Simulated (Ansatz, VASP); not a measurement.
One calculation of PbS, two programs

The input INCAR:

```
SYSTEM = PbS
PREC = Accurate
ENCUT = 400
EDIFF = 1E-8
ISMEAR = -1
SIGMA = 0.01
LREAL = .False.
LASPH = .True.
NELM = 120
ALGO = Normal
ISIF = 2
LWAVE = .False.
LCHARG = .False.
GGA = PS
LEFG = .True.
NBANDS = 17
GGA_COMPAT = .False.
```

KPOINTS

```
regular mesh
0
Gamma
  8 8 8
  0 0 0
```

The input POSCAR:

```
PbS
1.0
    0.0000000000      2.9650000000      2.9650000000
    2.9650000000      0.0000000000      2.9650000000
    2.9650000000      2.9650000000      0.0000000000
Pb S
1 1
Direct
    0.0000000000      0.0000000000      0.0000000000
    0.5000000000      0.5000000000      0.5000000000
```

Input for Ansatz:

```yaml
crystal:
  lattice:
    - [0.0, 2.965, 2.965]
    - [2.965, 0.0, 2.965]
    - [2.965, 2.965, 0.0]
  atoms:
    - { symbol: Pb, position: [0.0, 0.0, 0.0] }
    - { symbol: S, position: [0.5, 0.5, 0.5] }
kpoints:
  mp_grid: { grid: [8, 8, 8] }
  band_path:
    path:
      - [0.0, 0.0, 0.0]
      - [0.5, 0.0, 0.5]
      - [0.625, 0.25, 0.625]
      - [0.375, 0.375, 0.75]
      - [0.0, 0.0, 0.0]
      - [0.5, 0.5, 0.5]
      - [0.5, 0.25, 0.75]
      - [0.5, 0.0, 0.5]
    npoints: 5
scf:
  occupations: { method: fermi_dirac, width: 0.01 }
hamiltonian:
  xc: pbesol
  pseudopotentials: { kind: paw }
output:
  forces: true
  stress: true
  eigenvalues: true
  efg: { contact_densities: true }
  write_density: true
  write_potential: true
  elf: true
  volumetric_format: npy
```

Alike in both runs: task electric field gradients; functional PBEsol; k mesh 8 × 8 × 8; occupations fermi-dirac, width 0.01 eV; no spin polarisation.

```csv
,VASP,Ansatz
version,VASP 6.6.1,Ansatz 0.2.0
potentials or method,"VASP PAW PBE potentials, release 64 (Pb_d, S)","PAW with Ansatz's default frozen-core files, scalar-relativistic"
plane-wave cutoff (eV),400,420
valence electrons in the cell,20,20
```

|  | VASP | Ansatz | Ansatz less VASP |
| --- | --- | --- | --- |
| pressure (GPa) | -0.8 | -0.8 | +0.03 |

VASP's potentials were made for PBE, not for PBEsol. With one functional, cell and mesh, what is left measures potentials, basis and numerics.

Neither program's run includes spin-orbit coupling.
